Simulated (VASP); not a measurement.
Crystal: Al.

```
CELL_PARAMETERS angstrom
-0.02046 1.97065 2.04383
2.00266 0.00997 2.01341
2.05929 1.99687 -0.04667
ATOMIC_POSITIONS crystal
Al 0.00000 0.00000 0.00000
```

| Property | Result |
| --- | --- |
| Program | VASP 6.6.1 |
| Task | relaxation of cell and atoms |
| Functional | PBEsol-based screened hybrid |
| Potentials or basis | VASP PAW PBE potentials, release 64 (Al) |
| Cutoff | 600 eV |
| k mesh | 6 × 6 × 6 |
| Occupations | fermi-dirac, width 0.05 eV |
| Spin | no spin polarisation |

At the start: pressure -1.8 GPa; volume 16.57 Å³/atom.

**Question.** Where does the relaxation end?

**Answer.** Over 10 steps the energy falls by 16.3 meV/atom and the volume is 16.20 Å³/atom (-2.2 %); space group I4/mmm (No. 139, to 0.05 Å).

Step by step:
```csv
step,energy change (eV),largest force (eV/Å),pressure (GPa),volume (Å³)
1,0.0000,0.0000,-1.77,16.57
2,-0.0138,0.0000,0.41,16.12
3,-0.0154,0.0000,-0.20,16.22
4,-0.0154,0.0000,-0.26,16.24
5,-0.0159,0.0000,0.16,16.17
6,-0.0160,0.0000,0.40,16.13
7,-0.0160,0.0000,0.32,16.15
8,-0.0162,0.0000,0.26,16.16
9,-0.0162,0.0000,0.27,16.16
10,-0.0163,0.0000,0.03,16.20
```

Final structure:
```yaml
crystal:
  lattice:
    - [0.00051, 1.98942, 2.03571]
    - [1.98995, 0.00061, 2.03526]
    - [1.99713, 1.99751, -0.00763]
  atoms:
    - { symbol: Al, position: [0.00000, 0.00000, 0.00000] }
```

Caveat: the k points lie up to 0.45 Å⁻¹ apart in the final cell; the PAW data sets were made with another functional, which shifts forces and pressure a little.
